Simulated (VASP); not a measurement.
# Te2Mo in VASP: a series of runs, part 2 of 3

VASP 6.6.1. Earlier steps stand in the parts before.

## Step 3: Single point, PBE (53.68 Å³/atom)

INCAR reads:

```
SYSTEM = Te2Mo
PREC     = Accurate       ! precision mode
ENCUT    = 520            ! plane-wave cutoff, eV
EDIFF    = 1E-7           ! SCF threshold, eV
ISMEAR   = 0              ! smearing method
SIGMA    = 0.05           ! smearing width, eV
LREAL    = .FALSE.        ! projectors in reciprocal space
LASPH    = .TRUE.         ! aspherical terms in the spheres
NELM     = 80             ! most SCF steps
ALGO     = Normal         ! electronic algorithm
ISIF     = 2              ! what is computed and relaxed
LWAVE    = .FALSE.        ! write WAVECAR
LCHARG   = .FALSE.        ! write CHGCAR
GGA      = PE             ! functional
NBANDS   = 20             ! bands
```

KPOINTS reads:

```
Automatic mesh
0
G
  12 12 2
  0 0 0
```

POSCAR reads:

```
Te2Mo
1.0
    3.2221158893      0.0000000000      0.0000000000
   -1.6110579447      2.7904342141      0.0000000000
    0.0000000000      0.0000000000     17.9127088635
Te Mo
2 1
Direct
    0.3333333333      0.6666666667      0.8967969900
    0.3333333333      0.6666666667      0.1032030100
    0.0000000000      0.0000000000      0.0000000000
```

Potentials or basis: VASP PAW PBE potentials, release 64 (Te, Mo_sv).

Run with:

```console
$ cat potpaw_PBE.64/Te/POTCAR potpaw_PBE.64/Mo_sv/POTCAR > POTCAR
$ mpirun -np 1 vasp_std > vasp.out
```

OUTCAR:

```text
SYSTEM = Te2Mo
   PREC = Accurate
   ENCUT = 520
   EDIFF = 1E-7
   ISMEAR = 0
   LREAL = .FALSE.
   LASPH = .TRUE.
   NELM = 80
   ISIF = 2
   GGA = PE

 ion  position               nearest neighbor table
   1  0.333  0.667  0.897-   3 2.62   3 2.62   3 2.62
   2  0.333  0.667  0.103-   3 2.62   3 2.62   3 2.62
   3  0.000  0.000  0.000-   1 2.62   2 2.62   1 2.62   2 2.62   1 2.62   2 2.62

  LATTYP: Found a hexagonal cell.
 ALAT       =     3.2221158893
 C/A-ratio  =     5.5593000000

  Lattice vectors:

 A1 = (   3.2221158893,   0.0000000000,   0.0000000000)
 A2 = (  -1.6110579447,   2.7904342141,   0.0000000000)
 A3 = (   0.0000000000,   0.0000000000,  17.9127088635)

Analysis of symmetry for initial positions (statically):
=====================================================================
 Subroutine PRICEL returns:
 Original cell was already a primitive cell.

 Routine SETGRP: Setting up the symmetry group for a
 hexagonal supercell.

 Subroutine GETGRP returns: Found 12 space group operations
 (whereof 12 operations were pure point group operations)
 out of a pool of 24 trial point group operations.

The static configuration has the point symmetry D_3h.

[... 162 lines left out ...]

 E-fermi :   2.0644     XC(G=0):  -5.0913

 val. band max:        1.7469388197   @ k =   0.5000   0.0000   0.0000
 cond. band min:       2.3346321524   @ k =   0.2500   0.1667   0.0000
 fundamental gap:      0.5876933327
 Fermi energy:         2.0644435840

 k-point     1 :       0.0000    0.0000    0.0000
  band No.  band energies     occupation
      1     -59.1063      2.00000
      2     -33.4988      2.00000
      3     -33.0579      2.00000
      4     -33.0579      2.00000
      5     -12.6397      2.00000
      6     -11.6994      2.00000
[... 541 lines left out ...]
     19       7.2521      0.00000
     20       7.9062      0.00000

 [... further k-points ...]

------------------------ aborting loop because EDIFF is reached ----------------------------------------

  FORCE on cell =-STRESS in cart. coord.  units (eV):
  Direction    XX          YY          ZZ          XY          YZ          ZX
  --------------------------------------------------------------------------------------
  -------------------------------------------------------------------------------------
  Total       10.5540857     10.5540857      5.6302917     -0.0000000     -0.0000000     -0.0000000
  in kB      104.9921884    104.9921884     56.0102186     -0.0000000     -0.0000000     -0.0000000
  external PRESSURE =      88.6648651 kB  Pullay stress =       0.0000000 kB

 VOLUME and BASIS-vectors are now :
 -----------------------------------------------------------------------------
  energy-cutoff  :      520.00
  volume of cell :      161.05
      direct lattice vectors                 reciprocal lattice vectors
     3.222115889  0.000000000  0.000000000     0.310355069  0.179183583  0.000000000
    -1.611057945  2.790434214  0.000000000     0.000000000  0.358367166  0.000000000
     0.000000000  0.000000000 17.912708864     0.000000000  0.000000000  0.055826286

 POSITION                                       TOTAL-FORCE (eV/Angst)
 -----------------------------------------------------------------------------------
     -0.00000      1.86029     16.06406         0.000000      0.000000     -1.525860
     -0.00000      1.86029      1.84865         0.000000      0.000000      1.525860
      0.00000      0.00000      0.00000        -0.000000      0.000000      0.000000
 -----------------------------------------------------------------------------------
    total drift:                                0.000000     -0.000000     -0.000000

  FREE ENERGIE OF THE ION-ELECTRON SYSTEM (eV)
  ---------------------------------------------------
  free  energy   TOTEN  =       -17.1223514121 eV

  energy  without entropy=      -17.1223514121  energy(sigma->0) =      -17.12235141
```

OSZICAR:

```text
N       E                     dE             d eps       ncg     rms          rms(c)
DAV:   1     0.150009667760E+03    0.15001E+03   -0.11938E+04  1952   0.107E+03
DAV:   2    -0.934057715914E+01   -0.15935E+03   -0.15516E+03  2060   0.240E+02
DAV:   3    -0.176191988129E+02   -0.82786E+01   -0.81958E+01  2016   0.469E+01
[... 15 lines left out ...]
DAV:  19    -0.171223432190E+02   -0.21496E-04   -0.13387E-06  1588   0.409E-03    0.406E-03
DAV:  20    -0.171223480842E+02   -0.48652E-05   -0.12427E-07  1552   0.134E-03    0.106E-03
DAV:  21    -0.171223509499E+02   -0.28657E-05   -0.12121E-07  1392   0.108E-03    0.193E-03
DAV:  22    -0.171223513149E+02   -0.36505E-06   -0.11823E-08  1364   0.494E-04    0.459E-04
DAV:  23    -0.171223514121E+02   -0.97125E-07   -0.28138E-09  1124   0.210E-04
   1 F= -.17122351E+02 E0= -.17122351E+02  d E =-.489008E-15
```

stdout:

```text
POSCAR found type information on POSCAR TeMo
 POSCAR found :  2 types and       3 ions
 scaLAPACK will be used
 LDA part: xc-table for (Slater+PW92), standard interpolation
 POSCAR, INCAR and KPOINTS ok, starting setup
 FFT: planning ... GRIDC
 FFT: planning ... GRID_SOFT
 FFT: planning ... GRID
 WAVECAR not read
 entering main loop
```

Wall time 84 s (1 thread of AMD EPYC 9R45 (Zen 5), shared host); peak memory 0.3 GiB.

What came out:

```
Free energy            : -17.1224 eV
Largest force          : 1.526 eV/Å
Band gap on the k mesh : 0.59 eV (least direct gap 1.29 eV)
```

Forces on the atoms (eV/Å):
```
Te   0.000  0.000 -1.526
Te   0.000  0.000  1.526
Mo   0.000  0.000  0.000
```

Caveat: there is no dipole correction, which matters where the two faces differ; spin-orbit coupling is left out, which moves the levels of the heavy elements.

## Step 4: Single point, PBE (53.69 Å³/atom)

INCAR reads:

```
SYSTEM = Te2Mo
  PREC = Accurate
  ENCUT = 520
  EDIFF = 1E-7
  ISMEAR = 0
  SIGMA = 0.05
  LREAL = .FALSE.
  LASPH = .TRUE.
  NELM = 100
  ALGO = Normal
  ISIF = 2
  LWAVE = .FALSE.
  LCHARG = .FALSE.
  GGA = PE
  NBANDS = 20
```

KPOINTS is that of step 3.

POSCAR reads:

```
Te2Mo
1.0
    3.3542619077      0.0000000000      0.0000000000
   -1.6771309539      2.9048760230      0.0000000000
    0.0000000000      0.0000000000     16.5291164773
Te Mo
2 1
Direct
    0.3333333333      0.6666666667      0.8967969900
    0.3333333333      0.6666666667      0.1032030100
    0.0000000000      0.0000000000      0.0000000000
```

Run with:

```console
$ cat potpaw_PBE.64/Te/POTCAR potpaw_PBE.64/Mo_sv/POTCAR > POTCAR
$ mpirun -np 1 vasp_std > vasp.out
```

Run time: 95 s. Hardware: 1 thread of AMD EPYC 9R45 (Zen 5), shared host; peak memory 0.33 GiB.

It converged, with:

* Free energy: -17.2406 eV
* Largest force: 3.171 eV/Å
* Band gap on the k mesh: 1.38 eV (least direct gap 1.40 eV)

Forces on the atoms (eV/Å):
```
Te   0.000  0.000 -3.171
Te   0.000  0.000  3.171
Mo   0.000  0.000  0.000
```

Levels at points of the mesh, in eV from the valence-band top:
| k point | band 9 | band 10 | band 11 | band 12 | band 13 | band 14 | band 15 | band 16 | band 17 | band 18 |
| --- | --- | --- | --- | --- | --- | --- | --- | --- | --- | --- |
| (0.00, 0.00, 0.00) | -1.94 | -1.81 | -0.92 | -0.92 | -0.60 | 3.99 | 3.99 | 4.32 | 4.50 | 4.50 |
| (0.50, 0.00, 0.00) | -3.74 | -2.60 | -1.61 | -0.81 | 0.00 | 1.82 | 2.19 | 3.97 | 4.49 | 4.70 |
| (0.00, 0.00, 0.50) | -1.94 | -1.81 | -0.92 | -0.92 | -0.60 | 3.99 | 3.99 | 4.47 | 4.50 | 4.50 |
| (0.50, 0.00, 0.50) | -3.74 | -2.60 | -1.61 | -0.81 | 0.00 | 1.82 | 2.19 | 3.97 | 4.49 | 4.70 |

Caveat: there is no dipole correction, which matters where the two faces differ; spin-orbit coupling is left out, which moves the levels of the heavy elements.

## Step 5: Single point, PBE (53.69 Å³/atom)

INCAR reads:

```
SYSTEM = Te2Mo
  PREC = Accurate
  ENCUT = 520
  EDIFF = 1E-6
  ISMEAR = 0
  SIGMA = 0.05
  LREAL = .False.
  LASPH = .True.
  NELM = 60
  ALGO = Normal
  ISIF = 2
  LWAVE = .False.
  LCHARG = .False.
  GGA = PE
  NBANDS = 20
```

KPOINTS reads:

```
regular mesh
0
Gamma
  12 12 2
  0 0 0
```

POSCAR reads:

```
Te2Mo
1.0
    3.4223477266      0.0000000000      0.0000000000
   -1.7111738633      2.9638400718      0.0000000000
    0.0000000000      0.0000000000     15.8779822775
Te Mo
2 1
Direct
    0.3333333333      0.6666666667      0.8967969900
    0.3333333333      0.6666666667      0.1032030100
    0.0000000000      0.0000000000      0.0000000000
```

Potentials or basis: VASP PAW PBE potentials, release 64 (Te, Mo_sv).

Run with:

```console
$ cat potpaw_PBE.64/Te/POTCAR potpaw_PBE.64/Mo_sv/POTCAR > POTCAR
$ mpirun -np 1 vasp_std > vasp.out
```

OUTCAR:

```text
SYSTEM = Te2Mo
   PREC = Accurate
   ENCUT = 520
   EDIFF = 1E-6
   ISMEAR = 0
   LREAL = .False.
   LASPH = .True.
   NELM = 60
   ISIF = 2
   GGA = PE

 ion  position               nearest neighbor table
   1  0.333  0.667  0.897-   3 2.57   3 2.57   3 2.57   2 3.28
   2  0.333  0.667  0.103-   3 2.57   3 2.57   3 2.57   1 3.28
   3  0.000  0.000  0.000-   1 2.57   2 2.57   1 2.57   2 2.57   1 2.57   2 2.57

  LATTYP: Found a hexagonal cell.
 ALAT       =     3.4223477266
 C/A-ratio  =     4.6395000000

  Lattice vectors:

 A1 = (   3.4223477266,   0.0000000000,   0.0000000000)
 A2 = (  -1.7111738633,   2.9638400718,   0.0000000000)
 A3 = (   0.0000000000,   0.0000000000,  15.8779822775)

Analysis of symmetry for initial positions (statically):
=====================================================================
 Subroutine PRICEL returns:
 Original cell was already a primitive cell.

 Routine SETGRP: Setting up the symmetry group for a
 hexagonal supercell.

 Subroutine GETGRP returns: Found 12 space group operations
 (whereof 12 operations were pure point group operations)
 out of a pool of 24 trial point group operations.

[... 164 lines left out ...]

 E-fermi :   1.0112     XC(G=0):  -5.2730

 val. band max:        0.7568739923   @ k =   0.3333   0.3333   0.5000
 cond. band min:       1.8575636290   @ k =   0.3333   0.3333   0.0000
 fundamental gap:      1.1006896368
 Fermi energy:         1.0112055702

 k-point     1 :       0.0000    0.0000    0.0000
  band No.  band energies     occupation
      1     -59.5059      2.00000
      2     -33.7818      2.00000
      3     -33.6350      2.00000
      4     -33.6350      2.00000
      5     -12.4948      2.00000
      6     -10.9452      2.00000
[... 541 lines left out ...]
     19       7.1353      0.00000
     20       7.4506      0.00000

 [... further k-points ...]

------------------------ aborting loop because EDIFF is reached ----------------------------------------

  FORCE on cell =-STRESS in cart. coord.  units (eV):
  Direction    XX          YY          ZZ          XY          YZ          ZX
  --------------------------------------------------------------------------------------
  -------------------------------------------------------------------------------------
  Total        8.5205525      8.5205525     13.2244497      0.0000000     -0.0000000     -0.0000000
  in kB       84.7625723     84.7625723    131.5570058      0.0000000     -0.0000000     -0.0000000
  external PRESSURE =     100.3607168 kB  Pullay stress =       0.0000000 kB

 VOLUME and BASIS-vectors are now :
 -----------------------------------------------------------------------------
  energy-cutoff  :      520.00
  volume of cell :      161.06
      direct lattice vectors                 reciprocal lattice vectors
     3.422347727  0.000000000  0.000000000     0.292197076  0.168700061  0.000000000
    -1.711173863  2.963840072  0.000000000     0.000000000  0.337400121  0.000000000
     0.000000000  0.000000000 15.877982277     0.000000000  0.000000000  0.062980295

 POSITION                                       TOTAL-FORCE (eV/Angst)
 -----------------------------------------------------------------------------------
     -0.00000      1.97589     14.23933        -0.000000      0.000000     -4.038482
     -0.00000      1.97589      1.63866        -0.000000      0.000000      4.038482
      0.00000      0.00000      0.00000         0.000000     -0.000000      0.000000
 -----------------------------------------------------------------------------------
    total drift:                                0.000000     -0.000000     -0.000000

  FREE ENERGIE OF THE ION-ELECTRON SYSTEM (eV)
  ---------------------------------------------------
  free  energy   TOTEN  =       -17.1100762044 eV

  energy  without entropy=      -17.1100762044  energy(sigma->0) =      -17.11007620
```

OSZICAR:

```text
N       E                     dE             d eps       ncg     rms          rms(c)
DAV:   1     0.142023134065E+03    0.14202E+03   -0.11838E+04  2008   0.106E+03
DAV:   2    -0.968268822345E+01   -0.15171E+03   -0.14758E+03  2060   0.237E+02
DAV:   3    -0.174416275216E+02   -0.77589E+01   -0.76901E+01  2000   0.451E+01
[... 12 lines left out ...]
DAV:  16    -0.171099982759E+02   -0.60965E-04   -0.26526E-06  1540   0.103E-02    0.390E-03
DAV:  17    -0.171100601634E+02   -0.61887E-04   -0.12666E-06  1452   0.505E-03    0.575E-03
DAV:  18    -0.171100713091E+02   -0.11146E-04   -0.32805E-07  1404   0.277E-03    0.199E-03
DAV:  19    -0.171100760613E+02   -0.47522E-05   -0.23740E-07  1292   0.182E-03    0.154E-03
DAV:  20    -0.171100762044E+02   -0.14313E-06   -0.80004E-09  1204   0.508E-04
   1 F= -.17110076E+02 E0= -.17110076E+02  d E =-.226861E-14
```

stdout:

```text
POSCAR found type information on POSCAR TeMo
 POSCAR found :  2 types and       3 ions
 scaLAPACK will be used
 LDA part: xc-table for (Slater+PW92), standard interpolation
 POSCAR, INCAR and KPOINTS ok, starting setup
 FFT: planning ... GRIDC
 FFT: planning ... GRID_SOFT
 FFT: planning ... GRID
 WAVECAR not read
 entering main loop
```

It took 94 s on 1 thread of AMD EPYC 9R45 (Zen 5), shared host; peak memory 0.32 GiB.

What came out:

```yaml
Free_energy: -17.1101 eV
Largest_force: 4.038 eV/Å
Band_gap_on_the_k_mesh: 1.10 eV
```

Forces on the atoms (eV/Å):
```
Te   0.000  0.000 -4.038
Te   0.000  0.000  4.038
Mo   0.000  0.000  0.000
```

Levels at points of the mesh, in eV from the valence-band top:
| k point | band 9 | band 10 | band 11 | band 12 | band 13 | band 14 | band 15 | band 16 | band 17 | band 18 |
| --- | --- | --- | --- | --- | --- | --- | --- | --- | --- | --- |
| (0.00, 0.00, 0.00) | -2.20 | -1.27 | -1.08 | -1.08 | -0.14 | 3.86 | 3.86 | 4.46 | 4.46 | 4.57 |
| (0.50, 0.00, 0.00) | -3.66 | -2.68 | -1.20 | -0.69 | -0.23 | 1.65 | 2.12 | 4.18 | 4.56 | 4.89 |
| (0.00, 0.00, 0.50) | -2.20 | -1.27 | -1.08 | -1.08 | -0.14 | 3.86 | 3.86 | 4.46 | 4.46 | 4.71 |
| (0.50, 0.00, 0.50) | -3.66 | -2.68 | -1.20 | -0.69 | -0.23 | 1.65 | 2.12 | 4.18 | 4.56 | 4.89 |

Caveat: there is no dipole correction, which matters where the two faces differ; spin-orbit coupling is left out, which moves the levels of the heavy elements.

[end of part 2 of 3]
